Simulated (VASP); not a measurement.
Input of a VASP 6.6.1 run:

Contents of INCAR:

```
PREC = Accurate
ENCUT = 600
EDIFF = 1E-6
ISMEAR = -1
SIGMA = 0.1
LREAL = F
LASPH = T
NELM = 80
ALGO = Normal
ISIF = 3
LWAVE = F
LCHARG = F
GGA = PE
IBRION = 2
NSW = 32
EDIFFG = -0.005
PSTRESS = 70.0
```

KPOINTS

```
Automatic mesh
0
Gamma
  7 7 9
```

The input POSCAR:

```
La
1.0
    5.6095097792      0.0000000000      0.0000000000
   -2.8047548896      4.8579779716      0.0000000000
    0.0000000000      0.0000000000      3.3388317000
La
3
Direct
    0.0000000000      0.0000000000      0.0000000000
    0.3333333333      0.6666666667      0.5000000000
    0.6666666667      0.3333333333      0.5000000000
```

Potentials or basis: VASP PAW PBE potentials, release 64 (La).

The run is started by

```bash
$ cat potpaw_PBE.64/La/POTCAR > POTCAR
$ mpirun -np 1 vasp_std > vasp.out
```

Task: Predict the relaxed volume.

Result: 30.41 Å³/atom.

Task: Predict the relaxed cell.

Result: a = 5.615 Å, b = 5.615 Å, c = 3.341 Å, α = 90.00°, β = 90.00°, γ = 120.00°.

Final structure:
```xyz
3
Lattice="5.6150 0.0000 0.0000 -2.8075 4.8628 0.0000 0.0000 0.0000 3.3410" Properties=species:S:1:pos:R:3 pbc="T T T"
La    0.0000    0.0000    3.3410
La    0.0000    3.2418    1.6705
La    2.8075    1.6209    1.6705
```

Caveat: the cell is relaxed towards a set pressure, so the enthalpy falls and the energy may rise.
